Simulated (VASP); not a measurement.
A run of VASP 6.6.1 is set up as follows.

Contents of INCAR:

```
SYSTEM = Cd3AgF
ALGO = Normal
EDIFF = 1E-6
ENCUT = 520
GGA = PE
ISIF = 2
ISMEAR = 0
LASPH = .True.
LCHARG = .False.
LREAL = .False.
LWAVE = .False.
NBANDS = 35
NELM = 100
PREC = Accurate
SIGMA = 0.1
```

Contents of KPOINTS:

```
k-points
0
Gamma
  4 4 4
  0 0 0
```

The input POSCAR:

```
Cd3AgF
1.0
    3.8626017835     -2.9291609568      0.0000000000
    3.8626017835      2.9291609568      0.0000000000
    0.0000000000      0.0000000000      4.9467863482
Cd Ag F
3 1 1
Direct
    0.3133202668      0.3133202668      0.5000000000
    0.6866797332      0.6866797332      0.5000000000
    0.0000000000      0.0000000000      0.0000000000
    0.5000000000      0.5000000000      0.0000000000
    0.0000000000      0.0000000000      0.5000000000
```

Potentials or basis: VASP PAW PBE potentials, release 64 (Cd, Ag, F).

Run with:

```console
$ cat potpaw_PBE.64/Cd/POTCAR potpaw_PBE.64/Ag/POTCAR potpaw_PBE.64/F/POTCAR > POTCAR
$ mpirun -np 1 vasp_std > vasp.out
```

**Question.** What does it give for the largest force?

**Answer.** 0.015 eV/Å.

**Question.** Predict the band gap on the k mesh.

**Answer.** Zero (band 27 reaches 4.19 eV, above the bottom of band 28 at 1.05 eV).

**Question.** Estimate the pressure.

**Answer.** 0.2 GPa.

Stress tensor (GPa, compression positive):
```
0.34 0.00 0.00
0.00 0.12 0.00
0.00 0.00 0.24
```
